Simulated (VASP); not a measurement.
# Pb (Fm-3m) in VASP: further runs

The runs below take Pb through single point, with PBEsol.

Everything below comes from runs of VASP 6.6.1. Logs are shortened: lines on timing, memory, paths and dates and some standing lists are left out, and cuts for length are marked.

**1. The cell of the first run**

It takes space group Fm-3m (No. 225, cubic). The conventional cell has a = 4.941 Å, b = 4.941 Å, c = 4.941 Å, α = 90.00°, β = 90.00°, γ = 90.00°. Pb (site symmetry m-3m) has 12 Pb at 3.49 Å within 4.6 Å.

**2. Single point, PBEsol**

Input file INCAR:

```
PREC = Accurate
ENCUT = 520
EDIFF = 1E-6
ISMEAR = -1
SIGMA = 0.1
LREAL = False
LASPH = True
NELM = 80
ALGO = Normal
ISIF = 2
LWAVE = False
LCHARG = False
GGA = PS
NBANDS = 13
```

Input file KPOINTS:

```
regular mesh
0
Gamma
  12 12 12
```

Input file POSCAR:

```
Pb
1.0
    0.0000000000      2.4706811655      2.4706811655
    2.4706811655      0.0000000000      2.4706811655
    2.4706811655      2.4706811655      0.0000000000
Pb
1
Direct
    0.0000000000      0.0000000000      0.0000000000
```

Potentials or basis: VASP PAW PBE potentials, release 64 (Pb_d).

The run is started by

```bash
> cat potpaw_PBE.64/Pb_d/POTCAR > POTCAR
> mpirun -np 1 vasp_std > vasp.out
```

OUTCAR:

```text
PREC = Accurate
   ENCUT = 520
   EDIFF = 1E-6
   ISMEAR = -1
   LREAL = False
   LASPH = True
   NELM = 80
   ISIF = 2
   GGA = PS

 ion  position               nearest neighbor table
   1  0.000  0.000  0.000-

  LATTYP: Found a face centered cubic cell.
 ALAT       =     4.9413623310

  Lattice vectors:

 A1 = (   0.0000000000,   2.4706811655,   2.4706811655)
 A2 = (   2.4706811655,   0.0000000000,   2.4706811655)
 A3 = (   2.4706811655,   2.4706811655,   0.0000000000)

Analysis of symmetry for initial positions (statically):
=====================================================================
 Subroutine PRICEL returns:
 Original cell was already a primitive cell.

 Routine SETGRP: Setting up the symmetry group for a
 face centered cubic supercell.

 Subroutine GETGRP returns: Found 48 space group operations
 (whereof 48 operations were pure point group operations)
 out of a pool of 48 trial point group operations.

The static configuration has the point symmetry O_h .

Analysis of symmetry for dynamics (positions and initial velocities):
=====================================================================
 Subroutine PRICEL returns:
 Original cell was already a primitive cell.

 Routine SETGRP: Setting up the symmetry group for a
 face centered cubic supercell.

 Subroutine GETGRP returns: Found 48 space group operations
 (whereof 48 operations were pure point group operations)
 out of a pool of 48 trial point group operations.

The dynamic configuration has the point symmetry O_h .

 Subroutine INISYM returns: Found 48 space group operations
 (whereof 48 operations are pure point group operations),
 and found     1 'primitive' translations

----------------------------------------------------------------------------------------

                                     Primitive cell

  volume of cell :      30.1634

  direct lattice vectors                    reciprocal lattice vectors
     0.000000000  2.470681165  2.470681165    -0.202373340  0.202373340  0.202373340
     2.470681165  0.000000000  2.470681165     0.202373340 -0.202373340  0.202373340
     2.470681165  2.470681165  0.000000000     0.202373340  0.202373340 -0.202373340

  length of vectors
     3.494070813  3.494070813  3.494070813     0.350520907  0.350520907  0.350520907

  position of ions in fractional coordinates (direct lattice)
     0.000000000  0.000000000  0.000000000

  ion indices of the primitive-cell ions
   primitive index   ion index
                 1           1

----------------------------------------------------------------------------------------

 KPOINTS: regular mesh

Automatic generation of k-mesh.
 Grid dimensions read from file:
 generate k-points for:   12   12   12

 Generating k-lattice:

  Cartesian coordinates                     Fractional coordinates (reciprocal lattice)
    -0.016864445  0.016864445  0.016864445     0.083333333  0.000000000  0.000000000
     0.016864445 -0.016864445  0.016864445     0.000000000  0.083333333  0.000000000
     0.016864445  0.016864445 -0.016864445     0.000000000  0.000000000  0.083333333

  Length of vectors
     0.029210076  0.029210076  0.029210076

  Shift w.r.t. Gamma in fractional coordinates (k-lattice)
     0.000000000  0.000000000  0.000000000

 Subroutine IBZKPT returns following result:
 ===========================================

 Found     72 irreducible k-points:

 Following reciprocal coordinates:
            Coordinates               Weight
  0.000000  0.000000  0.000000      1.000000
  0.083333  0.000000  0.000000      8.000000
  0.166667  0.000000  0.000000      8.000000
  0.250000  0.000000  0.000000      8.000000
  0.333333  0.000000  0.000000      8.000000
  0.416667  0.000000  0.000000      8.000000
[... 16 lines left out ...]
  0.500000  0.166667  0.000000     24.000000
 -0.416667  0.166667  0.000000     24.000000
 [... further k-points ...]
   k-points           NKPTS =     72   k-points in BZ     NKDIM =     72   number of bands    NBANDS=     13
   number of dos      NEDOS =    301   number of ions     NIONS =      1
   total plane-waves  NPLWV =  21952
   dimension x,y,z NGX =    28 NGY =   28 NGZ =   28
   dimension x,y,z NGXF=    56 NGYF=   56 NGZF=   56
   ions per type =               1
   NGX,Y,Z   is equivalent  to a cutoff of  13.32, 13.32, 13.32 a.u.
   NGXF,Y,Z  is equivalent  to a cutoff of  26.64, 26.64, 26.64 a.u.
 SYSTEM =  unknown system
   PREC   = accura    normal or accurate (medium, high low for compatibility)
   ISTART =      0    job   : 0-new  1-cont  2-samecut
   ICHARG =      2    charge: 1-file 2-atom 10-const
   ISPIN  =      1    spin polarized calculation?
   LNONCOLLINEAR =      F non collinear calculations
   LSORBIT =      F    spin-orbit coupling
   LASPH  =      T    aspherical Exc in radial PAW
   ENCUT  =  520.0 eV  38.22 Ry    6.18 a.u.   6.50  6.50  6.50*2*pi/ulx,y,z
   NELM   =     80;   NELMIN=  2; NELMDL= -5     # of ELM steps
   EDIFF  = 0.1E-05   stopping-criterion for ELM
   LREAL  =      F    real-space projection
   EDIFFG = 0.1E-04   stopping-criterion for IOM
   NSW    =      0    number of steps for IOM
   IBRION =     -1    ionic relax: 0-MD 1-quasi-New 2-CG
   NFREE  =      0    steps in history (QN), initial steepest desc. (CG)
   ISIF   =      2    stress and relaxation
   ISYM   =      2    0-nonsym 1-usesym 2-fastsym
   POTIM  = 0.5000    time-step for ionic-motion
   TEBEG  =    0.0;   TEEND  =   0.0 temperature during run
   PSTRESS=    0.0 pullay stress
   NELECT =      14.0000    total number of electrons
   NUPDOWN=      -1.0000    fix difference up-down
   EMIN   =  10.00;   EMAX   =-10.00  energy-range for DOS
   EFERMI =   0.00;   METHOD = LEGACY
   ISMEAR =    -1;   SIGMA  =   0.10  broadening in eV -4-tet -1-fermi 0-gaus
   EFERMI_NEDOS =   21; number of points for ismear=-14 and -15
   IALGO  =     38    algorithm
   IMIX   =      4    mixing-type and parameters
     AMIX     =   0.40;   BMIX     =  1.00
     AMIX_MAG =   1.60;   BMIX_MAG =  1.00
  volume/ion in A,a.u.               =      30.16       203.55
  Fermi-wavevector in a.u.,A,eV,Ry     =   1.267528  2.395280 21.859482  1.606627
  Thomas-Fermi vector in A             =   2.400671
   LORBIT       =      0    0 simple, 1 ext, 2 COOP (PROOUT), +10 PAW based schemes
   GGA     = PS    functional components
   LHFCALC =     F    Hartree Fock is set to
   AEXX    =    0.0000 exact exchange contribution
   IVDW    =     0    specifies the selected vdW correction
   LEPSILON=     F    determine dielectric tensor
   LRPA    =     F    only Hartree local field effects (RPA)
 non-spin polarized calculation
  energy-cutoff  :      520.00
  volume of cell :       30.16
 maximum number of plane-waves:       869
 NGX is ok and might be reduce to    28
   NGX = 13   NGY = 13   NGZ = 13

 number of electron      13.9999999 magnetization

 Free energy of the ion-electron system (eV)
  ---------------------------------------------------
  ext. energy  EPLUGINS =         0.00000000
  ---------------------------------------------------
  free energy    TOTEN  =        -3.99944185 eV

  energy without entropy =       -3.97440225  energy(sigma->0) =       -3.98692205

 E-fermi :   7.1871     XC(G=0): -10.3655

 val. band max:        7.1573100993   @ k =  -0.3333   0.2500   0.0000
 cond. band min:       7.1874287421   @ k =  -0.2500   0.0833   0.0000
 fundamental gap:      0.0301186428
 Fermi energy:         7.1870973709

 k-point     1 :       0.0000    0.0000    0.0000
  band No.  band energies     occupation
      1      -9.8272      2.00000
      2      -9.8272      2.00000
      3      -9.8272      2.00000
      4      -9.6831      2.00000
      5      -9.6831      2.00000
      6      -4.6431      2.00000
      7      14.6141      0.00000
      8      14.6141      0.00000
      9      14.6141      0.00000
     10      16.9275      0.00000
     11      18.5437      0.00000
     12      19.6783      0.00000
     13      19.6783      0.00000

 k-point     2 :       0.0833    0.0000    0.0000
  band No.  band energies     occupation
      1      -9.8274      2.00000
      2      -9.8170      2.00000
      3      -9.8170      2.00000
      4      -9.6836      2.00000
      5      -9.6836      2.00000
      6      -4.5085      2.00000
      7      13.0720      0.00000
      8      14.4471      0.00000
      9      14.4471      0.00000
     10      16.6528      0.00000
     11      19.1968      0.00000
     12      19.9763      0.00000
     13      19.9763      0.00000

 k-point     3 :       0.1667    0.0000    0.0000
  band No.  band energies     occupation
      1      -9.8298      2.00000
      2      -9.7968      2.00000
      3      -9.7968      2.00000
      4      -9.6773      2.00000
      5      -9.6773      2.00000
      6      -4.1045      2.00000
      7      10.4737      0.00000
      8      14.0433      0.00000
      9      14.0433      0.00000
     10      16.3462      0.00000
     11      19.7797      0.00000
     12      20.3401      0.00000
     13      20.3902      0.00000
[... 305 lines left out ...]
 k-point    23 :       0.5000    0.1667    0.0000
  band No.  band energies     occupation
      1      -9.8621      2.00000
      2      -9.7884      2.00000
      3      -9.7482      2.00000
      4      -9.6192      2.00000
      5      -9.5412      2.00000
      6      -0.8706      2.00000
      7       3.8220      2.00000
      8       9.8516      0.00000
      9      11.4870      0.00000
     10      14.7430      0.00000
     11      19.5184      0.00000
     12      20.3112      0.00000
     13      21.4730      0.00000

 k-point    24 :      -0.4167    0.1667    0.0000
  band No.  band energies     occupation
      1      -9.8482      2.00000
      2      -9.7906      2.00000
      3      -9.7542      2.00000
      4      -9.5998      2.00000
      5      -9.5631      2.00000
      6      -0.6962      2.00000
      7       3.5745      2.00000
      8       9.3900      0.00000
      9      11.9270      0.00000
     10      14.9963      0.00000
     11      19.0952      0.00000
     12      19.8818      0.00000
     13      22.3057      0.00000

 [... further k-points ...]

------------------------ aborting loop because EDIFF is reached ----------------------------------------

  FORCE on cell =-STRESS in cart. coord.  units (eV):
  Direction    XX          YY          ZZ          XY          YZ          ZX
  --------------------------------------------------------------------------------------
  -------------------------------------------------------------------------------------
  Total       -0.0144200     -0.0144200     -0.0144200     -0.0000000      0.0000000     -0.0000000
  in kB       -0.7659396     -0.7659396     -0.7659396     -0.0000000      0.0000000     -0.0000000
  external PRESSURE =      -0.7659396 kB  Pullay stress =       0.0000000 kB

 VOLUME and BASIS-vectors are now :
 -----------------------------------------------------------------------------
  energy-cutoff  :      520.00
  volume of cell :       30.16
      direct lattice vectors                 reciprocal lattice vectors
     0.000000000  2.470681165  2.470681165    -0.202373340  0.202373340  0.202373340
     2.470681165  0.000000000  2.470681165     0.202373340 -0.202373340  0.202373340
     2.470681165  2.470681165  0.000000000     0.202373340  0.202373340 -0.202373340

 POSITION                                       TOTAL-FORCE (eV/Angst)
 -----------------------------------------------------------------------------------
      0.00000      0.00000      0.00000         0.000000     -0.000000      0.000000
 -----------------------------------------------------------------------------------
    total drift:                               -0.000000     -0.000000     -0.000000

  FREE ENERGIE OF THE ION-ELECTRON SYSTEM (eV)
  ---------------------------------------------------
  free  energy   TOTEN  =        -3.9994418477 eV

  energy  without entropy=       -3.9744022485  energy(sigma->0) =       -3.98692205
```

Wall time 42 s (1 thread of AMD EPYC 7R43 (Zen 3), shared host); peak memory 0.14 GiB.

What came out:

```yaml
Free_energy: -3.9994 eV
Pressure: -0.1 GPa
Band_gap_on_the_k_mesh: zero (band 7 reaches 14.61 eV, above the bottom of band 8 at 5.59 eV)
```

Levels at points of the mesh, in eV from the Fermi level:
```tsv
k point	band 3	band 4	band 5	band 6	band 7	band 8	band 9	band 10	band 11	band 12
(0.00, 0.00, 0.00)	-17.01	-16.87	-16.87	-11.83	7.43	7.43	7.43	9.74	11.36	12.49
(0.50, 0.00, 0.00)	-17.00	-16.73	-16.73	-8.17	-4.27	5.58	5.58	9.20	9.48	11.20
(0.50, 0.50, 0.00)	-16.74	-16.70	-16.70	-6.74	-3.33	2.02	2.02	5.35	6.64	18.27
```

Caveat: the PAW data sets were made with another functional, which shifts forces and pressure a little; spin-orbit coupling is left out, which moves the levels of the heavy elements.

**3. Single point, PBEsol**

Input file INCAR:

```
SYSTEM = Pb
  PREC = Accurate
  ENCUT = 520
  EDIFF = 1E-6
  ISMEAR = -1
  SIGMA = 0.1
  LREAL = .FALSE.
  LASPH = .TRUE.
  NELM = 100
  ALGO = Normal
  ISIF = 2
  LWAVE = .FALSE.
  LCHARG = .FALSE.
  GGA = PS
  NBANDS = 13
```

Input file KPOINTS:

```
Automatic mesh
0
G
  12 12 12
  0 0 0
```

POSCAR is that of step 2.

Potentials or basis: VASP PAW PBE potentials, release 64 (Pb_d).

The run is started by

```bash
> cat potpaw_PBE.64/Pb_d/POTCAR > POTCAR
> mpirun -np 1 vasp_std > vasp.out
```

Run time: 28 s. Hardware: 1 thread of AMD EPYC 7R43 (Zen 3), shared host; peak memory 0.13 GiB.

It converged, with:

| Quantity | Value |
| --- | --- |
| Free energy | -3.9994 eV |
| Pressure | -0.1 GPa |
| Band gap on the k mesh | zero (band 7 reaches 14.61 eV, above the bottom of band 8 at 5.59 eV) |

Levels at points of the mesh, in eV from the Fermi level:
```csv
k point,band 3,band 4,band 5,band 6,band 7,band 8,band 9,band 10,band 11,band 12
"(0.00, 0.00, 0.00)",-17.01,-16.87,-16.87,-11.83,7.43,7.43,7.43,9.74,11.36,12.49
"(0.50, 0.00, 0.00)",-17.00,-16.73,-16.73,-8.17,-4.27,5.58,5.58,9.20,9.48,11.20
"(0.50, 0.50, 0.00)",-16.74,-16.70,-16.70,-6.74,-3.33,2.02,2.02,5.35,6.64,18.27
```

Caveat: the PAW data sets were made with another functional, which shifts forces and pressure a little; spin-orbit coupling is left out, which moves the levels of the heavy elements.
